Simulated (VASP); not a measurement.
Input of a VASP 6.6.1 run:

File INCAR:

```
ALGO     = Normal         # electronic algorithm
DIPOL    = 0.5 0.5 0.500
EDIFF    = 1E-7           # SCF threshold, eV
EDIFFG   = -0.01          # ionic threshold
ENCUT    = 520            # plane-wave cutoff, eV
GGA      = PE             # functional
IBRION   = 2              # ionic algorithm
IDIPOL   = 3            
ISIF     = 2              # what is computed and relaxed
ISMEAR   = 0              # smearing method
IVDW     = 12             # dispersion correction
LASPH    = T              # aspherical terms in the spheres
LCHARG   = F              # write CHGCAR
LDIPOL   = T            
LREAL    = F              # projectors in reciprocal space
LWAVE    = F              # write WAVECAR
NELM     = 80             # most SCF steps
NSW      = 60             # ionic steps
PREC     = Accurate       # precision mode
SIGMA    = 0.1            # smearing width, eV
```

Contents of KPOINTS:

```
k-points
0
Gamma
  21 21 1
```

Contents of POSCAR:

```
C
1.0
    2.5150102998     -0.0000077612      0.0000000000
    1.2575125505      2.1353515076      0.0000000000
    0.0000000000      0.0000000000     26.0015393183
C
2
Direct
    0.1656234911      0.1656234911      0.5000002658
    0.4989568501      0.4989568501      0.4999997342
```

Potentials or basis: VASP PAW PBE potentials, release 64 (C).

The run is started by

```sh
$ cat potpaw_PBE.64/C/POTCAR > POTCAR
$ mpirun -np 1 vasp_std > vasp.out
```

Estimate the dispersion energy per atom.

-0.088 eV.

Estimate the energy gained by relaxing.

0.1 meV/atom.

Final structure:
```yaml
crystal:
  lattice:
    - [2.51501, -0.00001, 0.00000]
    - [1.25751, 2.13535, 0.00000]
    - [0.00000, 0.00000, 26.00154]
  atoms:
    - { symbol: C, position: [0.16527, 0.16633, 0.50000] }
    - { symbol: C, position: [0.49931, 0.49825, 0.50000] }
```

Caveat: the cell differs from its parent crystal (strain along x +0.020).
